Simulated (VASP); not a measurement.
## As: density of states with PBEsol

Crystal: As.

```xyz
2
Lattice="0.0000 2.2999 2.2999 2.2999 0.0000 2.2999 2.2999 2.2999 0.0000" Properties=species:S:1:pos:R:3 pbc="T T T"
As   -0.5750   -0.5750   -0.5750
As    0.5750    0.5750    0.5750
```

This cell differs from its parent crystal: volume scaled by 0.45.

| Item | Value |
| --- | --- |
| Program | VASP 6.6.1 |
| Task | density of states |
| Functional | PBEsol |
| Potentials or basis | VASP PAW PBE potentials, release 64 (As) |
| Cutoff | 520 eV |
| k mesh | 11 × 11 × 11 |
| Occupations | fermi-dirac, width 0.08 eV |
| Spin | no spin polarisation |
| Dipole correction | no |
| k mesh for the DOS | 17 × 17 × 17 |
| Occupations for the DOS | tetrahedron |
| Further INCAR settings | ALGO = Normal; EDIFF = 1e-06; NBANDS = 12 |

```yaml
Valence_electrons_inside_the_program's_atomic_spheres: As 3.62
```

Levels at points of the mesh, in eV from the Fermi level:
| k point | band 3 | band 4 | band 5 | band 6 | band 7 | band 8 |
| --- | --- | --- | --- | --- | --- | --- |
| (0.00, 0.00, 0.00) | -3.98 | -3.98 | -0.61 | -0.61 | -0.61 | 1.59 |

Run time: 19 s on 1 thread of Intel(R) Xeon(R) Platinum 8488C (Sapphire Rapids), with other jobs on the host, peak memory 0.16 GiB.
